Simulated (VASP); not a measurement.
# Ir (P6/mmm) in VASP: a series of runs, part 2 of 2

VASP 6.6.1. Earlier steps stand in the parts before.

## 4. Single point, revPBE (volume scaled by 1.12)

Input file INCAR:

```
SYSTEM = Ir
ALGO = Normal ; EDIFF = 1E-6
ENCUT = 520 ; GGA = RE
ISIF = 2 ; ISMEAR = -1
LASPH = .True. ; LCHARG = .False.
LREAL = .False. ; LWAVE = .False.
NBANDS = 20 ; NELM = 100
PREC = Accurate ; SIGMA = 0.1
```

Input file KPOINTS:

```
k-points
0
Gamma
  11 11 15
  0 0 0
```

Input file POSCAR:

```
Ir
1.0
    4.5610041968      0.0000000000      0.0000000000
   -2.2805020984      3.9499455012      0.0000000000
    0.0000000000      0.0000000000      2.8177707327
Ir
3
Direct
    0.0000000000      1.0000000000      0.0000000000
    0.3333333333      0.6666666667      0.5000000000
    0.6666666667      0.3333333333      0.5000000000
```

Potentials or basis: VASP PAW PBE potentials, release 64 (Ir).

The run is started by

```console
cat potpaw_PBE.64/Ir/POTCAR > POTCAR
mpirun -np 1 vasp_std > vasp.out
```

OUTCAR:

```text
SYSTEM = Ir
   EDIFF = 1E-6
   ENCUT = 520
   GGA = RE
   ISIF = 2
   ISMEAR = -1
   LASPH = .True.
   LREAL = .False.
   NELM = 100
   PREC = Accurate

 ion  position               nearest neighbor table
   1  0.000  0.000  0.000-   2 2.99   3 2.99   2 2.99   3 2.99   3 2.99   3 2.99   2 2.99   2 2.99
                             3 2.99   3 2.99   2 2.99   2 2.99
   2  0.333  0.667  0.500-   3 2.63   3 2.63   3 2.63   1 2.99   1 2.99   1 2.99   1 2.99   1 2.99
                             1 2.99
   3  0.667  0.333  0.500-   2 2.63   2 2.63   2 2.63   1 2.99   1 2.99   1 2.99   1 2.99   1 2.99
                             1 2.99

  LATTYP: Found a hexagonal cell.
 ALAT       =     4.5610041968
 C/A-ratio  =     0.6177961280

  Lattice vectors:

 A1 = (   4.5610041968,   0.0000000000,   0.0000000000)
 A2 = (  -2.2805020984,   3.9499455012,   0.0000000000)
 A3 = (   0.0000000000,   0.0000000000,   2.8177707327)

Analysis of symmetry for initial positions (statically):
=====================================================================
 Subroutine PRICEL returns:
 Original cell was already a primitive cell.

 Routine SETGRP: Setting up the symmetry group for a
 hexagonal supercell.

 Subroutine GETGRP returns: Found 24 space group operations
 (whereof 24 operations were pure point group operations)
 out of a pool of 24 trial point group operations.

The static configuration has the point symmetry D_6h.

Analysis of symmetry for dynamics (positions and initial velocities):
=====================================================================
 Subroutine PRICEL returns:
 Original cell was already a primitive cell.

 Routine SETGRP: Setting up the symmetry group for a
 hexagonal supercell.

 Subroutine GETGRP returns: Found 24 space group operations
 (whereof 24 operations were pure point group operations)
 out of a pool of 24 trial point group operations.

The dynamic configuration has the point symmetry D_6h.

 Subroutine INISYM returns: Found 24 space group operations
 (whereof 24 operations are pure point group operations),
 and found     1 'primitive' translations

----------------------------------------------------------------------------------------

                                     Primitive cell

  volume of cell :      50.7642

  direct lattice vectors                    reciprocal lattice vectors
     4.561004197  0.000000000  0.000000000     0.219249963  0.126584025  0.000000000
    -2.280502098  3.949945501  0.000000000     0.000000000  0.253168050  0.000000000
     0.000000000  0.000000000  2.817770733     0.000000000  0.000000000  0.354890477

  length of vectors
     4.561004197  4.561004197  2.817770733     0.253168050  0.253168050  0.354890477

  position of ions in fractional coordinates (direct lattice)
     0.000000000  0.000000000  0.000000000
     0.333333333  0.666666667  0.500000000
     0.666666667  0.333333333  0.500000000

  ion indices of the primitive-cell ions
   primitive index   ion index
                 1           1
                 2           2
                 3           3

----------------------------------------------------------------------------------------

 KPOINTS: k-points

Automatic generation of k-mesh.
 Grid dimensions read from file:
 generate k-points for:   11   11   15

 Generating k-lattice:

  Cartesian coordinates                     Fractional coordinates (reciprocal lattice)
     0.019931815  0.011507639  0.000000000     0.090909091 -0.000000000  0.000000000
     0.000000000  0.023015277  0.000000000     0.000000000  0.090909091  0.000000000
     0.000000000  0.000000000  0.023659365     0.000000000  0.000000000  0.066666667

  Length of vectors
     0.023015277  0.023015277  0.023659365

  Shift w.r.t. Gamma in fractional coordinates (k-lattice)
     0.000000000  0.000000000  0.000000000

 Subroutine IBZKPT returns following result:
 ===========================================

 Found    128 irreducible k-points:

 Following reciprocal coordinates:
            Coordinates               Weight
  0.000000  0.000000  0.000000      1.000000
  0.090909  0.000000  0.000000      6.000000
  0.181818 -0.000000  0.000000      6.000000
  0.272727  0.000000  0.000000      6.000000
  0.363636  0.000000  0.000000      6.000000
  0.454545 -0.000000  0.000000      6.000000
[... 16 lines left out ...]
  0.090909  0.090909  0.066667     12.000000
  0.181818  0.090909  0.066667     24.000000
 [... further k-points ...]
   k-points           NKPTS =    128   k-points in BZ     NKDIM =    128   number of bands    NBANDS=     20
   number of dos      NEDOS =    301   number of ions     NIONS =      3
   total plane-waves  NPLWV =  31104
   dimension x,y,z NGX =    36 NGY =   36 NGZ =   24
   dimension x,y,z NGXF=    72 NGYF=   72 NGZF=   48
   ions per type =               3
   NGX,Y,Z   is equivalent  to a cutoff of  13.12, 13.12, 14.16 a.u.
   NGXF,Y,Z  is equivalent  to a cutoff of  26.24, 26.24, 28.32 a.u.
 SYSTEM =  Ir
   PREC   = accura    normal or accurate (medium, high low for compatibility)
   ISTART =      0    job   : 0-new  1-cont  2-samecut
   ICHARG =      2    charge: 1-file 2-atom 10-const
   ISPIN  =      1    spin polarized calculation?
   LNONCOLLINEAR =      F non collinear calculations
   LSORBIT =      F    spin-orbit coupling
   LASPH  =      T    aspherical Exc in radial PAW
   ENCUT  =  520.0 eV  38.22 Ry    6.18 a.u.   8.48  8.48  5.24*2*pi/ulx,y,z
   NELM   =    100;   NELMIN=  2; NELMDL= -5     # of ELM steps
   EDIFF  = 0.1E-05   stopping-criterion for ELM
   LREAL  =      F    real-space projection
   EDIFFG = 0.1E-04   stopping-criterion for IOM
   NSW    =      0    number of steps for IOM
   IBRION =     -1    ionic relax: 0-MD 1-quasi-New 2-CG
   NFREE  =      0    steps in history (QN), initial steepest desc. (CG)
   ISIF   =      2    stress and relaxation
   ISYM   =      2    0-nonsym 1-usesym 2-fastsym
   POTIM  = 0.5000    time-step for ionic-motion
   TEBEG  =    0.0;   TEEND  =   0.0 temperature during run
   PSTRESS=    0.0 pullay stress
   NELECT =      27.0000    total number of electrons
   NUPDOWN=      -1.0000    fix difference up-down
   EMIN   =  10.00;   EMAX   =-10.00  energy-range for DOS
   EFERMI =   0.00;   METHOD = LEGACY
   ISMEAR =    -1;   SIGMA  =   0.10  broadening in eV -4-tet -1-fermi 0-gaus
   EFERMI_NEDOS =   21; number of points for ismear=-14 and -15
   IALGO  =     38    algorithm
   IMIX   =      4    mixing-type and parameters
     AMIX     =   0.40;   BMIX     =  1.00
     AMIX_MAG =   1.60;   BMIX_MAG =  1.00
  volume/ion in A,a.u.               =      16.92       114.19
  Fermi-wavevector in a.u.,A,eV,Ry     =   1.326408  2.506547 23.937508  1.759357
  Thomas-Fermi vector in A             =   2.455797
   LORBIT       =      0    0 simple, 1 ext, 2 COOP (PROOUT), +10 PAW based schemes
   GGA     = RE    functional components
   LHFCALC =     F    Hartree Fock is set to
   AEXX    =    0.0000 exact exchange contribution
   IVDW    =     0    specifies the selected vdW correction
   LEPSILON=     F    determine dielectric tensor
   LRPA    =     F    only Hartree local field effects (RPA)
 non-spin polarized calculation
  energy-cutoff  :      520.00
  volume of cell :       50.76
 maximum number of plane-waves:      1402
 NGX is ok and might be reduce to    36
   NGX = 17   NGY = 17   NGZ = 11

 number of electron      27.0000001 magnetization

 Free energy of the ion-electron system (eV)
  ---------------------------------------------------
  ext. energy  EPLUGINS =         0.00000000
  ---------------------------------------------------
  free energy    TOTEN  =       -23.57516000 eV

  energy without entropy =      -23.38574162  energy(sigma->0) =      -23.48045081

 E-fermi :   7.6136     XC(G=0): -12.8845

 val. band max:        7.6046496967   @ k =   0.3636   0.0000   0.2667
 cond. band min:       7.6136687498   @ k =   0.2727   0.1818   0.0000
 fundamental gap:      0.0090190531
 Fermi energy:         7.6135530608

 k-point     1 :       0.0000    0.0000    0.0000
  band No.  band energies     occupation
      1      -1.6598      2.00000
      2       1.9458      2.00000
      3       3.7488      2.00000
      4       3.9637      2.00000
      5       3.9637      2.00000
      6       4.0040      2.00000
[... 12 lines left out ...]
     19      15.0983      0.00000
     20      15.0983      0.00000
[... 507 lines left out ...]
 k-point    24 :       0.1818    0.0909    0.0667
  band No.  band energies     occupation
      1      -0.8074      2.00000
      2       2.0810      2.00000
      3       2.5951      2.00000
      4       2.8571      2.00000
      5       3.6544      2.00000
      6       4.2125      2.00000
[... 12 lines left out ...]
     19      14.1146      0.00000
     20      15.5592      0.00000

 [... further k-points ...]
[... 5 lines left out ...]
  --------------------------------------------------------------------------------------
  -------------------------------------------------------------------------------------
  Total       -8.4797166     -8.4797166     -7.7240091     -0.0000000      0.0000000      0.0000000
  in kB     -267.6299351   -267.6299351   -243.7789084     -0.0000000      0.0000000      0.0000000
  external PRESSURE =    -259.6795928 kB  Pullay stress =       0.0000000 kB

 VOLUME and BASIS-vectors are now :
 -----------------------------------------------------------------------------
  energy-cutoff  :      520.00
  volume of cell :       50.76
      direct lattice vectors                 reciprocal lattice vectors
     4.561004197  0.000000000  0.000000000     0.219249963  0.126584025  0.000000000
    -2.280502098  3.949945501  0.000000000     0.000000000  0.253168050  0.000000000
     0.000000000  0.000000000  2.817770733     0.000000000  0.000000000  0.354890477

 POSITION                                       TOTAL-FORCE (eV/Angst)
 -----------------------------------------------------------------------------------
      0.00000      0.00000      0.00000         0.000000      0.000000     -0.000000
     -0.00000      2.63330      1.40889         0.000000      0.000000      0.000000
      2.28050      1.31665      1.40889        -0.000000      0.000000     -0.000000
 -----------------------------------------------------------------------------------
    total drift:                                0.000000      0.000000     -0.000000

  FREE ENERGIE OF THE ION-ELECTRON SYSTEM (eV)
  ---------------------------------------------------
  free  energy   TOTEN  =       -23.5751600023 eV

  energy  without entropy=      -23.3857416229  energy(sigma->0) =      -23.48045081
```

Run time: 1.8 min. Hardware: 1 thread of AMD EPYC 9R45 (Zen 5), shared host; peak memory 0.22 GiB.

What came out:

```
Free energy : -23.5752 eV
Pressure    : -26.0 GPa
```

Levels at points of the mesh, in eV from the Fermi level:
```
           k point  band 12  band 13  band 14  band 15  band 16  band 17
(0.00, 0.00, 0.00)    -1.62    -1.56    -1.56     0.88     0.88     5.18
```

Caveat: the PAW data sets were made with another functional, which shifts forces and pressure a little; spin-orbit coupling is left out, which moves the levels of the heavy elements.

## 5. Overview

```tsv
cell	gap on the mesh (eV)	pressure (GPa)
a = 4.450, b = 4.450, c = 2.749 Å, angles 90.0, 90.0, 120.0°, 3 atoms	none	-10.8
a = 4.506, b = 4.506, c = 2.784 Å, angles 90.0, 90.0, 120.0°, 3 atoms	none	-19.3
a = 4.561, b = 4.561, c = 2.818 Å, angles 90.0, 90.0, 120.0°, 3 atoms	none	-26.0
```

Alike in all rows: task single point; level revPBE; potentials or basis VASP PAW PBE potentials, release 64 (Ir); no spin polarisation; k mesh 11 × 11 × 15; cutoff (eV) 520; smearing fermi-dirac 0.1 eV.

Caveats: the PAW data sets were made with another functional, which shifts forces and pressure a little; spin-orbit coupling is left out, which moves the levels of the heavy elements.

Absolute energies hang on the potentials; compare differences alone.
